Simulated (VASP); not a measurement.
A run of VASP 6.6.1 is set up as follows.

Contents of INCAR:

```
SYSTEM = Hg3O
ALGO = Normal
EDIFF = 1E-6
ENCUT = 520
GGA = PE
ISIF = 2
ISMEAR = 0
LASPH = .TRUE.
LCHARG = .TRUE.
LELF = .TRUE.
LREAL = .FALSE.
LVHAR = .TRUE.
LWAVE = .FALSE.
NBANDS = 29
NELM = 100
PREC = Accurate
SIGMA = 0.1
```

File KPOINTS:

```
k-points
0
G
  12 12 12
  0 0 0
```

POSCAR

```
Hg3O
1.0
    4.2773250205      0.0000000000      0.0000000000
    0.0000000000      4.2773250205      0.0000000000
    0.0000000000      0.0000000000      4.2773250205
Hg O
3 1
Direct
    0.0000000000      0.5000000000      0.5000000000
    0.5000000000      0.0000000000      0.5000000000
    0.5000000000      0.5000000000      0.0000000000
    0.0000000000      0.0000000000      0.0000000000
```

Potentials or basis: VASP PAW PBE potentials, release 64 (Hg, O).

Run with:

```sh
$ cat potpaw_PBE.64/Hg/POTCAR potpaw_PBE.64/O/POTCAR > POTCAR
$ mpirun -np 1 vasp_std > vasp.out
```

Problem. Estimate the band gap on the k mesh.

Solution. Zero (bands 21 and 22 overlap by 2.72 eV).

Problem. Estimate the pressure.

Solution. 0.5 GPa.

Caveat: spin-orbit coupling is left out, which moves the levels of the heavy elements.
